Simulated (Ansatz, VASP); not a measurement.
**Two plane-wave programs on SiC**

Contents of INCAR:

```
ALGO = Normal
EDIFF = 1E-7
EDIFFG = -0.01
ENCUT = 600
GGA = RP
IBRION = 2
ISIF = 3
ISMEAR = -1
IVDW = 12
LASPH = True
LCHARG = False
LREAL = False
LWAVE = False
NELM = 60
NSW = 60
PREC = Accurate
SIGMA = 0.05
```

File KPOINTS:

```
k-points
0
Gamma
  10 10 5
```

The input POSCAR:

```
SiC
1.0
    3.0760000000      0.0000000000      0.0000000000
   -1.5380000000      2.6638941420      0.0000000000
    0.0000000000      0.0000000000      5.0480000000
Si C
2 2
Direct
    0.6666666667      0.3333333333      0.5000000000
    0.3333333333      0.6666666667      0.0000000000
    0.6666666667      0.3333333333      0.8850000000
    0.3333333333      0.6666666667      0.3850000000
```

The input input.yaml:

```yaml
crystal:
  lattice:
    - [3.076, 0.0, 0.0]
    - [-1.538, 2.663894142, 0.0]
    - [0.0, 0.0, 5.048]
  atoms:
    - { symbol: Si, position: [0.6666666667, 0.3333333333, 0.5] }
    - { symbol: Si, position: [0.3333333333, 0.6666666667, 0.0] }
    - { symbol: C, position: [0.6666666667, 0.3333333333, 0.885] }
    - { symbol: C, position: [0.3333333333, 0.6666666667, 0.385] }
hamiltonian:
  xc: rpbe
  pseudopotentials: { kind: paw }
  dispersion: d3bj
kpoints:
  mp_grid: { grid: [10, 10, 5] }
scf:
  occupations: { method: fermi_dirac, width: 0.05 }
output:
  forces: true
  stress: true
relax:
  f_tol: 0.01
  max_steps: 40
  cell: { stress_tol: 0.05 }
```

Alike in both runs: task relaxation of cell and atoms; functional RPBE; dispersion D3(BJ); k mesh 10 × 10 × 5; occupations fermi-dirac, width 0.05 eV; no spin polarisation.

|  | VASP | Ansatz |
| --- | --- | --- |
| version | VASP 6.6.1 | Ansatz 0.2.0 |
| potentials or method | VASP PAW PBE potentials, release 64 (Si, C) | Ansatz PAW |
| plane-wave cutoff (eV) | 600 | 420 |
| valence electrons in the cell | 16 | 16 |

Ansatz gave:

- relaxed volume (Å³/atom): 9.63
- relaxed cell length with the largest relative difference (Å): 4.924

Q: Estimate VASP's values.

A: Relaxed volume (Å³/atom): 9.59; relaxed cell length with the largest relative difference (Å): 4.918.

VASP's potentials were made for PBE, not for RPBE.

Noted on Ansatz's run: odd divisions of the mesh miss points on the zone boundary, where band edges often lie, so the gap on the mesh can be too wide; the plane-wave basis is chosen anew once the cell has moved, so the energies of steps on either side of that aren't comparable.
